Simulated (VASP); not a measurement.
# TaN (C2/m) in VASP: single point with PBEsol

Aim: the single point of TaN with PBEsol.

Everything below comes from runs of VASP 6.6.1. Logs are shortened: lines on timing, memory, paths and dates and some standing lists are left out, and cuts for length are marked.

## 1. The cell of the first run

It takes space group C2/m (No. 12, monoclinic). Conventional cell: a = 4.375 Å, b = 4.375 Å, c = 4.375 Å, α = 90.00°, β = 90.00°, γ = 90.00°. Ta (site symmetry m) has 6 N at 2.16 to 2.22 Å and 12 Ta at 2.98 to 3.21 Å within 3.3 Å. Within 3.3 Å of N (site symmetry m) lie 6 Ta at 2.16 to 2.22 Å and 12 N at 2.92 to 3.27 Å.

## 2. Single point, PBEsol (atoms displaced along several vibrational modes)

File INCAR:

```
  ALGO = Normal
  EDIFF = 1E-7
  ENCUT = 520
  GGA = PS
  ISIF = 2
  ISMEAR = 0
  LASPH = True
  LCHARG = False
  LREAL = False
  LWAVE = False
  NBANDS = 24
  NELM = 60
  PREC = Accurate
  SIGMA = 0.15
```

File KPOINTS:

```
k-points
0
Gamma
  14 14 10
```

File POSCAR:

```
TaN
1.0
    0.0000000000     -2.1874436362     -2.1874436362
    0.0000000000      2.1874436362     -2.1874436362
    4.3748872723      0.0000000000      0.0000000000
Ta N
2 2
Direct
    0.5118583951      0.4881416049     -0.0069550590
   -0.0118583951      0.0118583951      0.5069550590
    0.4869710929      0.5130289071      0.4850967589
    0.0130289071     -0.0130289071      0.0149032411
```

Potentials or basis: VASP PAW PBE potentials, release 64 (Ta_pv, N).

Run with:

```sh
$ cat potpaw_PBE.64/Ta_pv/POTCAR potpaw_PBE.64/N/POTCAR > POTCAR
$ mpirun -np 1 vasp_std > vasp.out
```

OUTCAR:

```text
EDIFF = 1E-7
   ENCUT = 520
   GGA = PS
   ISIF = 2
   ISMEAR = 0
   LASPH = True
   LREAL = False
   NELM = 60
   PREC = Accurate

 ion  position               nearest neighbor table
   1  0.512  0.488  0.993-   3 2.16   4 2.18   4 2.19   4 2.19   4 2.19   3 2.22   2 2.98   2 3.05
                             2 3.05   2 3.07   2 3.13   2 3.14   2 3.14   2 3.21
   2  0.988  0.012  0.507-   4 2.16   3 2.18   3 2.19   3 2.19   3 2.19   4 2.22   1 2.98   1 3.05
                             1 3.05   1 3.07   1 3.13   1 3.14   1 3.14   1 3.21
   3  0.487  0.513  0.485-   1 2.16   2 2.18   2 2.19   2 2.19   2 2.19   1 2.22
   4  0.013  0.987  0.015-   2 2.16   1 2.18   1 2.19   1 2.19   1 2.19   2 2.22

  LATTYP: Found a simple tetragonal cell.
 ALAT       =     3.0935124572
 C/A-ratio  =     1.4142135623

  Lattice vectors:

 A1 = (   0.0000000000,  -2.1874436362,  -2.1874436362)
 A2 = (   0.0000000000,   2.1874436362,  -2.1874436362)
 A3 = (   4.3748872723,   0.0000000000,   0.0000000000)

Analysis of symmetry for initial positions (statically):
=====================================================================
 Subroutine PRICEL returns:
 Original cell was already a primitive cell.

 Routine SETGRP: Setting up the symmetry group for a
 simple tetragonal supercell.

 Subroutine GETGRP returns: Found  4 space group operations
 (whereof  2 operations were pure point group operations)
 out of a pool of 16 trial point group operations.

The static configuration has the point symmetry C_1h.
 The point group associated with its full space group is C_2h.

Analysis of symmetry for dynamics (positions and initial velocities):
=====================================================================
 Subroutine PRICEL returns:
 Original cell was already a primitive cell.

 Routine SETGRP: Setting up the symmetry group for a
 simple tetragonal supercell.

 Subroutine GETGRP returns: Found  4 space group operations
 (whereof  2 operations were pure point group operations)
 out of a pool of 16 trial point group operations.

The dynamic configuration has the point symmetry C_1h.
 The point group associated with its full space group is C_2h.

 Subroutine INISYM returns: Found  4 space group operations
 (whereof  2 operations are pure point group operations),
 and found     1 'primitive' translations

[... 91 lines left out ...]
   ICHARG =      2    charge: 1-file 2-atom 10-const
   ISPIN  =      1    spin polarized calculation?
   LNONCOLLINEAR =      F non collinear calculations
   LSORBIT =      F    spin-orbit coupling
   LASPH  =      T    aspherical Exc in radial PAW
   ENCUT  =  520.0 eV  38.22 Ry    6.18 a.u.   5.75  5.75  8.13*2*pi/ulx,y,z
   NELM   =     60;   NELMIN=  2; NELMDL= -5     # of ELM steps
   EDIFF  = 0.1E-06   stopping-criterion for ELM
   LREAL  =      F    real-space projection
   EDIFFG = 0.1E-05   stopping-criterion for IOM
   NSW    =      0    number of steps for IOM
   IBRION =     -1    ionic relax: 0-MD 1-quasi-New 2-CG
   NFREE  =      0    steps in history (QN), initial steepest desc. (CG)
   ISIF   =      2    stress and relaxation
   ISYM   =      2    0-nonsym 1-usesym 2-fastsym
   POTIM  = 0.5000    time-step for ionic-motion
   TEBEG  =    0.0;   TEEND  =   0.0 temperature during run
   PSTRESS=    0.0 pullay stress
   NELECT =      32.0000    total number of electrons
   NUPDOWN=      -1.0000    fix difference up-down
   EMIN   =  10.00;   EMAX   =-10.00  energy-range for DOS
   EFERMI =   0.00;   METHOD = LEGACY
   ISMEAR =     0;   SIGMA  =   0.15  broadening in eV -4-tet -1-fermi 0-gaus
   EFERMI_NEDOS =   21; number of points for ismear=-14 and -15
   IALGO  =     38    algorithm
   IMIX   =      4    mixing-type and parameters
     AMIX     =   0.40;   BMIX     =  1.00
     AMIX_MAG =   1.60;   BMIX_MAG =  1.00
  volume/ion in A,a.u.               =      10.47        70.63
  Fermi-wavevector in a.u.,A,eV,Ry     =   1.496814  2.828569 30.483219  2.240453
  Thomas-Fermi vector in A             =   2.608783
   LORBIT       =      0    0 simple, 1 ext, 2 COOP (PROOUT), +10 PAW based schemes
   GGA     = PS    functional components
   LHFCALC =     F    Hartree Fock is set to
   AEXX    =    0.0000 exact exchange contribution
   IVDW    =     0    specifies the selected vdW correction
   LEPSILON=     F    determine dielectric tensor
   LRPA    =     F    only Hartree local field effects (RPA)
 non-spin polarized calculation
 Gauss-broadening in eV      SIGMA  =   0.15
  energy-cutoff  :      520.00
  volume of cell :       41.87
 maximum number of plane-waves:      1176
   NGX = 11   NGY = 11   NGZ = 17

 number of electron      31.9999991 magnetization

 Free energy of the ion-electron system (eV)
  ---------------------------------------------------
  ext. energy  EPLUGINS =         0.00000000
  ---------------------------------------------------
  free energy    TOTEN  =       -46.48310097 eV

  energy without entropy =      -46.46438841  energy(sigma->0) =      -46.47374469

 E-fermi :   9.4333     XC(G=0): -13.6755

 val. band max:        9.4302272398   @ k =  -0.0714   0.1429   0.3000
 cond. band min:       9.4335854561   @ k =  -0.3571  -0.2857   0.4000
 fundamental gap:      0.0033582162
 Fermi energy:         9.4332821978

 k-point     1 :       0.0000    0.0000    0.0000
  band No.  band energies     occupation
      1     -26.8913      2.00000
      2     -26.4446      2.00000
      3     -26.4293      2.00000
      4     -26.1433      2.00000
      5     -26.1299      2.00000
      6     -26.0939      2.00000
[... 637 lines left out ...]
     23      13.5218      0.00000
     24      14.4316      0.00000

 [... further k-points ...]
[... 5 lines left out ...]
  --------------------------------------------------------------------------------------
  -------------------------------------------------------------------------------------
  Total        0.6569960      0.5789822     -0.2863940     -0.1196828      0.0000000      0.0000000
  in kB       25.1421668     22.1567043    -10.9598314     -4.5800669      0.0000000      0.0000000
  external PRESSURE =      12.1130132 kB  Pullay stress =       0.0000000 kB

 VOLUME and BASIS-vectors are now :
 -----------------------------------------------------------------------------
  energy-cutoff  :      520.00
  volume of cell :       41.87
      direct lattice vectors                 reciprocal lattice vectors
     0.000000000 -2.187443636 -2.187443636     0.000000000 -0.228577318 -0.228577318
     0.000000000  2.187443636 -2.187443636     0.000000000  0.228577318 -0.228577318
     4.374887272  0.000000000  0.000000000     0.228577318  0.000000000  0.000000000

 POSITION                                       TOTAL-FORCE (eV/Angst)
 -----------------------------------------------------------------------------------
      4.34446     -0.05188     -2.18744        -0.962757     -0.248896      0.000000
      2.21787     -2.13556     -2.18744         0.962757      0.248896      0.000000
      2.12224      0.05700     -2.18744         0.011484      0.031218      0.000000
      0.06520      2.13044     -2.18744        -0.011484     -0.031218      0.000000
 -----------------------------------------------------------------------------------
    total drift:                                0.000000     -0.000000      0.000000

  FREE ENERGIE OF THE ION-ELECTRON SYSTEM (eV)
  ---------------------------------------------------
  free  energy   TOTEN  =       -46.4831009685 eV

  energy  without entropy=      -46.4643884088  energy(sigma->0) =      -46.47374469
```

OSZICAR:

```text
N       E                     dE             d eps       ncg     rms          rms(c)
DAV:   1     0.256347482395E+03    0.25635E+03   -0.17405E+04 25632   0.142E+03
DAV:   2    -0.392335343561E+02   -0.29558E+03   -0.28155E+03 30632   0.408E+02
DAV:   3    -0.518734977562E+02   -0.12640E+02   -0.12415E+02 32456   0.802E+01
DAV:   4    -0.520277313854E+02   -0.15423E+00   -0.15385E+00 28464   0.915E+00
DAV:   5    -0.520298138351E+02   -0.20824E-02   -0.20815E-02 33584   0.865E-01    0.355E+01
DAV:   6    -0.467128102476E+02    0.53170E+01   -0.20321E+01 30568   0.313E+01    0.154E+01
DAV:   7    -0.465455474008E+02    0.16726E+00   -0.99651E-01 28384   0.705E+00    0.917E+00
DAV:   8    -0.464910941438E+02    0.54453E-01   -0.22844E-01 32648   0.331E+00    0.118E+00
DAV:   9    -0.464834114271E+02    0.76827E-02   -0.26559E-02 31040   0.964E-01    0.239E-01
DAV:  10    -0.464832059815E+02    0.20545E-03   -0.19990E-03 31264   0.417E-01    0.101E-01
DAV:  11    -0.464831005802E+02    0.10540E-03   -0.29324E-04 31688   0.122E-01    0.130E-02
DAV:  12    -0.464831015513E+02   -0.97110E-06   -0.21154E-05 28408   0.331E-02    0.389E-03
DAV:  13    -0.464831011661E+02    0.38520E-06   -0.26374E-07 30960   0.377E-03    0.416E-03
DAV:  14    -0.464831009902E+02    0.17587E-06   -0.10682E-07 16664   0.248E-03    0.844E-04
DAV:  15    -0.464831009685E+02    0.21766E-07   -0.32138E-08 15696   0.135E-03
   1 F= -.46483101E+02 E0= -.46473745E+02  d E =-.187126E-01
```

Run time: 6.1 min. Hardware: 1 thread of Intel Xeon Platinum 8259CL at 2.50GHz (Skylake/Cascade Lake), shared host; peak memory 0.53 GiB.

Results:

```yaml
Free_energy: -46.4831 eV
Pressure: 1.2 GPa
Largest_force: 0.994 eV/Å
Band_gap_on_the_k_mesh: zero (bands 16 and 17 overlap by 3.90 eV)
```

Forces in eV/Å, atoms in the order of the input:
```
Ta  -0.963 -0.249  0.000
Ta   0.963  0.249  0.000
N    0.011  0.031  0.000
N   -0.011 -0.031  0.000
```

Stress tensor (GPa, compression positive):
```
 2.51 -0.46  0.00
-0.46  2.22  0.00
 0.00  0.00 -1.10
```

Caveat: the cell differs from its parent crystal (atoms displaced along several vibrational modes); the PAW data sets were made with another functional, which shifts forces and pressure a little; spin-orbit coupling is left out, which moves the levels of the heavy elements.
